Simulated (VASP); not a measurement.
Mg2O:

```
CELL_PARAMETERS angstrom
4.08486 0.00000 0.00000
-2.04243 3.53759 0.00000
0.00000 0.00000 2.87314
ATOMIC_POSITIONS crystal
Mg 0.33333 0.66667 0.50000
Mg 0.66667 0.33333 0.50000
O 0.00000 0.00000 0.00000
```

* Program: VASP 6.6.1
* Task: relaxation of cell and atoms
* Functional: PBE
* Potentials or basis: VASP PAW PBE potentials, release 64 (Mg, O)
* Cutoff: 600 eV
* k mesh: 6 × 6 × 6
* Occupations: gaussian, width 0.1 eV
* Spin: no spin polarisation

At the start: pressure 15.0 GPa; volume 13.84 Å³/atom.

Q: How do energy, volume and symmetry change on relaxing?

A: Over 6 steps the energy falls by 138.8 meV/atom and the volume is 17.07 Å³/atom (+23.4 %); space group P6/mmm (No. 191, to 0.05 Å).

The path:
```csv
step,energy change (eV),largest force (eV/Å),pressure (GPa),volume (Å³)
1,0.0000,0.0000,15.01,41.52
2,-0.4107,0.0000,1.28,49.77
3,-0.4144,0.0000,-0.09,51.10
4,-0.4147,0.0000,0.17,50.84
5,-0.4157,0.0000,0.10,50.99
6,-0.4163,0.0000,0.03,51.22
```

Final structure:
```
Mg O
1.0
     4.43599    0.00000    0.00000
    -2.21799    3.84168    0.00000
     0.00000    0.00000    3.00540
Mg O
2 1
Direct
  0.33333 0.66667 0.50000
  0.66667 0.33333 0.50000
  0.00000 0.00000 0.00000
```

Caveat: the k points lie up to 0.35 Å⁻¹ apart in the final cell; the volume moved by over 15 % at a fixed basis, so the end points are rough.
